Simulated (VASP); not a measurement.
# GaBSb2 (P-4m2) in VASP: further runs

GaBSb2 is run at these levels: PBE; tasks: single point.

All numbers are computed with VASP 6.6.1; they aren't measurements. Logs are shortened: lines on timing, memory, paths and dates and some standing lists are left out, and cuts for length are marked.

### Step 1. The cell of the first run

Symmetry: P-4m2, No. 115, tetragonal system. The conventional cell has a = 3.939 Å, b = 3.939 Å, c = 5.741 Å, α = 90.00°, β = 90.00°, γ = 90.00°. B (site symmetry -4m2) has 4 Sb at 2.32 Å within 3.1 Å. Within 3.1 Å of Sb (site symmetry 2mm) lie 2 B at 2.32 Å and 2 Ga at 2.56 Å. Ga (site symmetry -4m2) has 4 Sb at 2.56 Å within 3.4 Å.

### Step 2. Single point, PBE (22.27 Å³/atom)

Input file INCAR:

```
SYSTEM = GaBSb2
  PREC = Accurate
  ENCUT = 520
  EDIFF = 1E-7
  ISMEAR = -1
  SIGMA = 0.02
  LREAL = .FALSE.
  LASPH = .TRUE.
  NELM = 80
  ALGO = Normal
  ISIF = 2
  LWAVE = .FALSE.
  LCHARG = .TRUE.
  GGA = PE
  LELF = .TRUE.
  LVHAR = .TRUE.
  NBANDS = 21
```

Input file KPOINTS:

```
regular mesh
0
G
  6 6 4
  0 0 0
```

Input file POSCAR:

```
GaBSb2
1.0
    3.9394419686      0.0000000000      0.0000000000
    0.0000000000      3.9394419686      0.0000000000
    0.0000000000      0.0000000000      5.7409124665
B Sb Ga
1 2 1
Direct
    0.0000000000      0.0000000000      0.0000000000
    0.0000000000      0.5000000000      0.2147629553
    0.5000000000      0.0000000000      0.7852370447
    0.5000000000      0.5000000000      0.5000000000
```

Potentials or basis: VASP PAW PBE potentials, release 64 (B, Sb, Ga_d).

Started as:

```sh
$ cat potpaw_PBE.64/B/POTCAR potpaw_PBE.64/Sb/POTCAR potpaw_PBE.64/Ga_d/POTCAR > POTCAR
$ mpirun -np 1 vasp_std > vasp.out
```

OUTCAR:

```text
SYSTEM = GaBSb2
   PREC = Accurate
   ENCUT = 520
   EDIFF = 1E-7
   ISMEAR = -1
   LREAL = .FALSE.
   LASPH = .TRUE.
   NELM = 80
   ISIF = 2
   GGA = PE

 ion  position               nearest neighbor table
   1  0.000  0.000  0.000-   2 2.32   3 2.32   2 2.32   3 2.32
   2  0.000  0.500  0.215-   1 2.32   1 2.32   4 2.56   4 2.56   3 3.72   3 3.72   3 3.72   3 3.72

   3  0.500  0.000  0.785-   1 2.32   1 2.32   4 2.56   4 2.56   2 3.72   2 3.72   2 3.72   2 3.72

   4  0.500  0.500  0.500-   2 2.56   3 2.56   3 2.56   2 2.56

  LATTYP: Found a simple tetragonal cell.
 ALAT       =     3.9394419686
 C/A-ratio  =     1.4572907819

  Lattice vectors:

 A1 = (   3.9394419686,   0.0000000000,   0.0000000000)
 A2 = (   0.0000000000,   3.9394419686,   0.0000000000)
 A3 = (   0.0000000000,   0.0000000000,   5.7409124665)

Analysis of symmetry for initial positions (statically):
=====================================================================
 Subroutine PRICEL returns:
 Original cell was already a primitive cell.

 Routine SETGRP: Setting up the symmetry group for a
 simple tetragonal supercell.

 Subroutine GETGRP returns: Found  8 space group operations
 (whereof  8 operations were pure point group operations)
 out of a pool of 16 trial point group operations.

The static configuration has the point symmetry D_2d.

Analysis of symmetry for dynamics (positions and initial velocities):
=====================================================================
 Subroutine PRICEL returns:
 Original cell was already a primitive cell.

 Routine SETGRP: Setting up the symmetry group for a
 simple tetragonal supercell.

 Subroutine GETGRP returns: Found  8 space group operations
 (whereof  8 operations were pure point group operations)
 out of a pool of 16 trial point group operations.

The dynamic configuration has the point symmetry D_2d.

 Subroutine INISYM returns: Found  8 space group operations
 (whereof  8 operations are pure point group operations),
 and found     1 'primitive' translations

----------------------------------------------------------------------------------------

                                     Primitive cell

  volume of cell :      89.0944

  direct lattice vectors                    reciprocal lattice vectors
     3.939441969  0.000000000  0.000000000     0.253843059  0.000000000  0.000000000
     0.000000000  3.939441969  0.000000000     0.000000000  0.253843059  0.000000000
     0.000000000  0.000000000  5.740912467     0.000000000  0.000000000  0.174188338

  length of vectors
     3.939441969  3.939441969  5.740912467     0.253843059  0.253843059  0.174188338

  position of ions in fractional coordinates (direct lattice)
     0.000000000  0.000000000  0.000000000
     0.000000000  0.500000000  0.214762955
     0.500000000  0.000000000  0.785237045
     0.500000000  0.500000000  0.500000000

  ion indices of the primitive-cell ions
   primitive index   ion index
                 1           1
                 2           2
                 3           3
                 4           4

----------------------------------------------------------------------------------------

 KPOINTS: regular mesh

Automatic generation of k-mesh.
 Grid dimensions read from file:
 generate k-points for:    6    6    4

 Generating k-lattice:

  Cartesian coordinates                     Fractional coordinates (reciprocal lattice)
     0.042307176  0.000000000  0.000000000     0.166666667  0.000000000  0.000000000
     0.000000000  0.042307176  0.000000000     0.000000000  0.166666667  0.000000000
     0.000000000  0.000000000  0.043547084     0.000000000  0.000000000  0.250000000

  Length of vectors
     0.042307176  0.042307176  0.043547084

  Shift w.r.t. Gamma in fractional coordinates (k-lattice)
     0.000000000  0.000000000  0.000000000

 Subroutine IBZKPT returns following result:
 ===========================================

 Found     30 irreducible k-points:

 Following reciprocal coordinates:
            Coordinates               Weight
  0.000000  0.000000  0.000000      1.000000
  0.166667  0.000000  0.000000      4.000000
  0.333333  0.000000  0.000000      4.000000
  0.500000  0.000000  0.000000      2.000000
  0.166667  0.166667  0.000000      4.000000
  0.333333  0.166667  0.000000      8.000000
[... 16 lines left out ...]
  0.333333  0.000000  0.500000      4.000000
  0.500000  0.000000  0.500000      2.000000
 [... further k-points ...]
   k-points           NKPTS =     30   k-points in BZ     NKDIM =     30   number of bands    NBANDS=     21
   number of dos      NEDOS =    301   number of ions     NIONS =      4
   total plane-waves  NPLWV =  43200
   dimension x,y,z NGX =    30 NGY =   30 NGZ =   48
   dimension x,y,z NGXF=    60 NGYF=   60 NGZF=   96
   ions per type =               1   2   1
   NGX,Y,Z   is equivalent  to a cutoff of  12.66, 12.66, 13.90 a.u.
   NGXF,Y,Z  is equivalent  to a cutoff of  25.32, 25.32, 27.80 a.u.
 SYSTEM =  GaBSb2
   PREC   = accura    normal or accurate (medium, high low for compatibility)
   ISTART =      0    job   : 0-new  1-cont  2-samecut
   ICHARG =      2    charge: 1-file 2-atom 10-const
   ISPIN  =      1    spin polarized calculation?
   LNONCOLLINEAR =      F non collinear calculations
   LSORBIT =      F    spin-orbit coupling
   LASPH  =      T    aspherical Exc in radial PAW
   ENCUT  =  520.0 eV  38.22 Ry    6.18 a.u.   7.32  7.32 10.67*2*pi/ulx,y,z
   NELM   =     80;   NELMIN=  2; NELMDL= -5     # of ELM steps
   EDIFF  = 0.1E-06   stopping-criterion for ELM
   LREAL  =      F    real-space projection
   EDIFFG = 0.1E-05   stopping-criterion for IOM
   NSW    =      0    number of steps for IOM
   IBRION =     -1    ionic relax: 0-MD 1-quasi-New 2-CG
   NFREE  =      0    steps in history (QN), initial steepest desc. (CG)
   ISIF   =      2    stress and relaxation
   ISYM   =      2    0-nonsym 1-usesym 2-fastsym
   POTIM  = 0.5000    time-step for ionic-motion
   TEBEG  =    0.0;   TEEND  =   0.0 temperature during run
   PSTRESS=    0.0 pullay stress
   NELECT =      26.0000    total number of electrons
   NUPDOWN=      -1.0000    fix difference up-down
   EMIN   =  10.00;   EMAX   =-10.00  energy-range for DOS
   EFERMI =   0.00;   METHOD = LEGACY
[... 11 lines left out ...]
   LHFCALC =     F    Hartree Fock is set to
   AEXX    =    0.0000 exact exchange contribution
   IVDW    =     0    specifies the selected vdW correction
   LEPSILON=     F    determine dielectric tensor
   LRPA    =     F    only Hartree local field effects (RPA)
 non-spin polarized calculation
  energy-cutoff  :      520.00
  volume of cell :       89.09
 maximum number of plane-waves:      2438
 NGX is ok and might be reduce to    30
   NGX = 15   NGY = 15   NGZ = 21

 number of electron      26.0000000 magnetization

 Free energy of the ion-electron system (eV)
  ---------------------------------------------------
  ext. energy  EPLUGINS =         0.00000000
  ---------------------------------------------------
  free energy    TOTEN  =       -16.74816498 eV

  energy without entropy =      -16.74780666  energy(sigma->0) =      -16.74798582

 E-fermi :   6.8283     XC(G=0):  -9.7307

 val. band max:        6.8017761846   @ k =   0.0000   0.0000   0.0000
 cond. band min:       6.8699428945   @ k =   0.0000   0.0000   0.0000
 fundamental gap:      0.0681667099
 Fermi energy:         6.8282838608

 k-point     1 :       0.0000    0.0000    0.0000
  band No.  band energies     occupation
      1      -8.6162      2.00000
      2      -8.5633      2.00000
      3      -8.5633      2.00000
      4      -8.5278      2.00000
      5      -8.5159      2.00000
      6      -6.2826      2.00000
[... 13 lines left out ...]
     20      12.9191      0.00000
     21      15.0955      0.00000

 k-point     2 :       0.1667    0.0000    0.0000
  band No.  band energies     occupation
      1      -8.6125      2.00000
      2      -8.5718      2.00000
      3      -8.5628      2.00000
      4      -8.5259      2.00000
      5      -8.5183      2.00000
      6      -6.0439      2.00000
[... 13 lines left out ...]
     20      13.9453      0.00000
     21      14.1274      0.00000

 k-point     3 :       0.3333    0.0000    0.0000
  band No.  band energies     occupation
      1      -8.6123      2.00000
      2      -8.5811      2.00000
      3      -8.5617      2.00000
      4      -8.5231      2.00000
      5      -8.5217      2.00000
      6      -5.3545      2.00000
[... 13 lines left out ...]
     20      12.9437      0.00000
     21      13.5050      0.00000

 k-point     4 :       0.5000    0.0000    0.0000
  band No.  band energies     occupation
      1      -8.6173      2.00000
      2      -8.5807      2.00000
      3      -8.5611      2.00000
      4      -8.5255      2.00000
      5      -8.5192      2.00000
      6      -4.4035      2.00000
[... 13 lines left out ...]
     20      12.8057      0.00000
     21      12.8488      0.00000

 k-point     5 :       0.1667    0.1667    0.0000
  band No.  band energies     occupation
      1      -8.6092      2.00000
      2      -8.5770      2.00000
      3      -8.5636      2.00000
      4      -8.5243      2.00000
      5      -8.5210      2.00000
      6      -5.8061      2.00000
[... 13 lines left out ...]
     20      13.0556      0.00000
     21      13.5303      0.00000

 k-point     6 :       0.3333    0.1667    0.0000
  band No.  band energies     occupation
      1      -8.6101      2.00000
      2      -8.5860      2.00000
      3      -8.5590      2.00000
      4      -8.5263      2.00000
      5      -8.5206      2.00000
      6      -5.1196      2.00000
[... 13 lines left out ...]
     20      12.3788      0.00000
     21      12.5546      0.00000

 k-point     7 :       0.5000    0.1667    0.0000
  band No.  band energies     occupation
      1      -8.6155      2.00000
      2      -8.5863      2.00000
      3      -8.5562      2.00000
      4      -8.5290      2.00000
      5      -8.5183      2.00000
      6      -4.1768      2.00000
[... 13 lines left out ...]
     20      12.8017      0.00000
     21      13.8526      0.00000
[... 291 lines left out ...]
      1      -8.6111      2.00000
      2      -8.6111      2.00000
      3      -8.5389      2.00000
      4      -8.5342      2.00000
      5      -8.5146      2.00000
      6      -2.8851      2.00000
[... 13 lines left out ...]
     20      13.4833      0.00000
     21      14.2356      0.00000

 k-point    21 :       0.0000    0.0000    0.5000
  band No.  band energies     occupation
      1      -8.6211      2.00000
      2      -8.5641      2.00000
      3      -8.5641      2.00000
      4      -8.5238      2.00000
      5      -8.5159      2.00000
      6      -5.6176      2.00000
[... 13 lines left out ...]
     20      12.7423      0.00000
     21      13.1836      0.00000

 k-point    22 :       0.1667    0.0000    0.5000
  band No.  band energies     occupation
      1      -8.6176      2.00000
      2      -8.5724      2.00000
      3      -8.5635      2.00000
      4      -8.5223      2.00000
      5      -8.5182      2.00000
      6      -5.3982      2.00000
[... 13 lines left out ...]
     20      11.9179      0.00000
     21      12.6601      0.00000

 k-point    23 :       0.3333    0.0000    0.5000
  band No.  band energies     occupation
      1      -8.6176      2.00000
      2      -8.5814      2.00000
      3      -8.5622      2.00000
      4      -8.5230      2.00000
      5      -8.5187      2.00000
      6      -4.8003      2.00000
[... 13 lines left out ...]
     20      12.1488      0.00000
     21      13.9656      0.00000

 k-point    24 :       0.5000    0.0000    0.5000
  band No.  band energies     occupation
      1      -8.6223      2.00000
      2      -8.5812      2.00000
      3      -8.5615      2.00000
      4      -8.5254      2.00000
      5      -8.5167      2.00000
      6      -4.2301      2.00000
[... 13 lines left out ...]
     20      12.4334      0.00000
     21      13.7095      0.00000

 [... further k-points ...]
[... 5 lines left out ...]
  --------------------------------------------------------------------------------------
  -------------------------------------------------------------------------------------
  Total        2.6357645      2.6357645      2.7362231      0.0000000      0.0000000     -0.0000000
  in kB       47.3987454     47.3987454     49.2052848      0.0000000      0.0000000     -0.0000000
  external PRESSURE =      48.0009252 kB  Pullay stress =       0.0000000 kB

 VOLUME and BASIS-vectors are now :
 -----------------------------------------------------------------------------
  energy-cutoff  :      520.00
  volume of cell :       89.09
      direct lattice vectors                 reciprocal lattice vectors
     3.939441969  0.000000000  0.000000000     0.253843059  0.000000000  0.000000000
     0.000000000  3.939441969  0.000000000     0.000000000  0.253843059  0.000000000
     0.000000000  0.000000000  5.740912467     0.000000000  0.000000000  0.174188338

 POSITION                                       TOTAL-FORCE (eV/Angst)
 -----------------------------------------------------------------------------------
      0.00000      0.00000      0.00000         0.000000     -0.000000      0.000000
      0.00000      1.96972      1.23294         0.000000     -0.000000     -0.008956
      1.96972      0.00000      4.50798         0.000000     -0.000000      0.008956
      1.96972      1.96972      2.87046         0.000000      0.000000      0.000000
 -----------------------------------------------------------------------------------
    total drift:                                0.000000      0.000000      0.000000

  FREE ENERGIE OF THE ION-ELECTRON SYSTEM (eV)
  ---------------------------------------------------
  free  energy   TOTEN  =       -16.7481649846 eV

  energy  without entropy=      -16.7478066634  energy(sigma->0) =      -16.74798582
```

Run time: 85 s. Hardware: 1 thread of Intel Xeon 8259CL, shared host; peak memory 0.23 GiB.

What came out:

- Free energy: -16.7482 eV
- Pressure: 4.8 GPa
- Largest force: 0.009 eV/Å
- Band gap on the k mesh: zero (bands 13 and 14 overlap by 0.37 eV)

Forces on the atoms (eV/Å):
```
B    0.000  0.000  0.000
Sb   0.000  0.000 -0.009
Sb   0.000  0.000  0.009
Ga   0.000  0.000  0.000
```

Caveat: the cell stands under pressure; semilocal functionals underestimate gaps, so a narrow gap can read as zero; spin-orbit coupling is left out, which moves the levels of the heavy elements.

### Step 3. Single point, PBE

This run uses another cell than the first one, of 23.13 Å³/atom.

Input file INCAR:

```
SYSTEM = GaBSb2
PREC = Accurate
ENCUT = 520
EDIFF = 1E-6
ISMEAR = -1
SIGMA = 0.02
LREAL = .FALSE.
LASPH = .TRUE.
NELM = 80
ALGO = Normal
ISIF = 2
LWAVE = .FALSE.
LCHARG = .FALSE.
GGA = PE
NBANDS = 21
```

Input file KPOINTS:

```
Automatic mesh
0
G
  6 6 4
  0 0 0
```

Input file POSCAR:

```
GaBSb2
1.0
    3.9942036122      0.0000000000      0.0000000000
    0.0000000000      3.9942036122      0.0000000000
    0.0000000000      0.0000000000      5.8003750337
B Sb Ga
1 2 1
Direct
    0.0000000000      0.0000000000      0.0000000000
    0.0000000000      0.5000000000      0.2172915758
    0.5000000000      0.0000000000      0.7827084242
    0.5000000000      0.5000000000      0.5000000000
```

Potentials or basis: VASP PAW PBE potentials, release 64 (B, Sb, Ga_d).

Started as:

```sh
$ cat potpaw_PBE.64/B/POTCAR potpaw_PBE.64/Sb/POTCAR potpaw_PBE.64/Ga_d/POTCAR > POTCAR
$ mpirun -np 1 vasp_std > vasp.out
```

It took 72 s on 1 thread of Intel Xeon 8259CL, shared host; peak memory 0.23 GiB.

Results (log left out):

```
Free energy            : -16.8149 eV
Pressure               : 1.8 GPa
Largest force          : 0.213 eV/Å
Band gap on the k mesh : zero (bands 13 and 14 overlap by 0.18 eV)
```

Forces on the atoms (eV/Å):
```
B    0.000  0.000  0.000
Sb   0.000  0.000 -0.213
Sb   0.000  0.000  0.213
Ga   0.000  0.000  0.000
```

Stress tensor (GPa, compression positive):
```
1.74 0.00 0.00
0.00 1.74 0.00
0.00 0.00 2.03
```

Levels at points of the mesh, in eV from the Fermi level:
```tsv
k point	band 11	band 12	band 13	band 14	band 15	band 16
(0.00, 0.00, 0.00)	-0.35	-0.02	0.03	0.03	0.64	1.41
(0.50, 0.00, 0.00)	-3.78	-2.45	-0.96	1.27	2.88	3.68
(0.50, 0.50, 0.00)	-3.40	-3.40	-3.08	-0.14	0.90	0.90
(0.00, 0.00, 0.50)	-3.05	-1.37	-1.37	0.64	0.68	2.92
(0.50, 0.00, 0.50)	-1.75	-1.72	-0.82	0.17	0.72	2.93
(0.50, 0.50, 0.50)	-4.19	-4.04	-4.04	3.50	3.65	3.65
```

Caveat: semilocal functionals underestimate gaps, so a narrow gap can read as zero; spin-orbit coupling is left out, which moves the levels of the heavy elements.

### Step 4. Single point, PBE (22.98 Å³/atom)

This run uses another cell than the first one, of 22.98 Å³/atom.

Input file INCAR:

```
SYSTEM = GaBSb2
ALGO = Normal
EDIFF = 1E-7
ENCUT = 520
GGA = PE
ISIF = 2
ISMEAR = -1
LASPH = .True.
LCHARG = .False.
LREAL = .False.
LWAVE = .False.
NBANDS = 21
NELM = 100
PREC = Accurate
SIGMA = 0.02
```

Input file KPOINTS:

```
k-points
0
Gamma
  6 6 4
  0 0 0
```

Input file POSCAR:

```
GaBSb2
1.0
    3.9809128264      0.0000000000      0.0000000000
    0.0000000000      3.9809128264      0.0000000000
    0.0000000000      0.0000000000      5.8013475652
B Sb Ga
1 2 1
Direct
    0.0000000000      0.0000000000      0.0000000000
    0.0000000000      0.5000000000      0.2147629553
    0.5000000000      0.0000000000      0.7852370447
    0.5000000000      0.5000000000      0.5000000000
```

Started as:

```sh
$ cat potpaw_PBE.64/B/POTCAR potpaw_PBE.64/Sb/POTCAR potpaw_PBE.64/Ga_d/POTCAR > POTCAR
$ mpirun -np 1 vasp_std > vasp.out
```

It took 80 s on 1 thread of Intel Xeon 8259CL, shared host; peak memory 0.23 GiB.

It converged, with:

```
Free energy            : -16.8105 eV
Pressure               : 2.3 GPa
Largest force          : 0.005 eV/Å
Band gap on the k mesh : zero (bands 13 and 14 overlap by 0.31 eV)
```

Forces on the atoms (eV/Å):
```
B    0.000  0.000  0.000
Sb   0.000  0.000  0.005
Sb   0.000  0.000 -0.005
Ga   0.000  0.000  0.000
```

Stress tensor (GPa, compression positive):
```
2.25 0.00 0.00
0.00 2.25 0.00
0.00 0.00 2.33
```

Levels at points of the mesh, in eV from the Fermi level:
| k point | band 10 | band 11 | band 12 | band 13 | band 14 | band 15 | band 16 | band 17 |
| --- | --- | --- | --- | --- | --- | --- | --- | --- |
| (0.00, 0.00, 0.00) | -3.56 | -0.39 | -0.04 | 0.05 | 0.05 | 0.59 | 1.44 | 2.38 |
| (0.50, 0.00, 0.00) | -4.60 | -3.80 | -2.53 | -0.93 | 1.24 | 2.91 | 3.62 | 3.79 |
| (0.50, 0.50, 0.00) | -3.71 | -3.44 | -3.44 | -3.09 | -0.26 | 0.87 | 0.87 | 1.01 |
| (0.00, 0.00, 0.50) | -3.15 | -3.15 | -1.32 | -1.32 | 0.59 | 0.65 | 2.93 | 3.15 |
| (0.50, 0.00, 0.50) | -2.49 | -1.79 | -1.75 | -0.79 | 0.17 | 0.68 | 2.88 | 3.68 |
| (0.50, 0.50, 0.50) | -4.58 | -4.23 | -4.08 | -4.08 | 3.50 | 3.61 | 3.61 | 3.71 |

Caveat: semilocal functionals underestimate gaps, so a narrow gap can read as zero; spin-orbit coupling is left out, which moves the levels of the heavy elements.

### Step 5. Overview

```csv
cell,gap on the mesh (eV),pressure (GPa),largest force (eV/Å)
"a = 3.939, b = 3.939, c = 5.741 Å, 4 atoms, atomic positions A",none,4.8,0.01
"a = 3.994, b = 3.994, c = 5.800 Å, 4 atoms, atomic positions B",none,1.8,0.21
"a = 3.981, b = 3.981, c = 5.801 Å, 4 atoms, atomic positions A",none,2.3,0.01
```

Alike in all rows: task single point; level PBE; potentials or basis VASP PAW PBE potentials, release 64 (B, Sb, Ga_d); no spin polarisation; k mesh 6 × 6 × 4; cutoff (eV) 520; smearing fermi-dirac 0.02 eV.

Caveats: semilocal functionals underestimate gaps, so a narrow gap can read as zero; spin-orbit coupling is left out, which moves the levels of the heavy elements; the cell stands under pressure (at least some runs).

Total energies depend on the potentials used, so only differences within one code and one set of settings carry meaning.
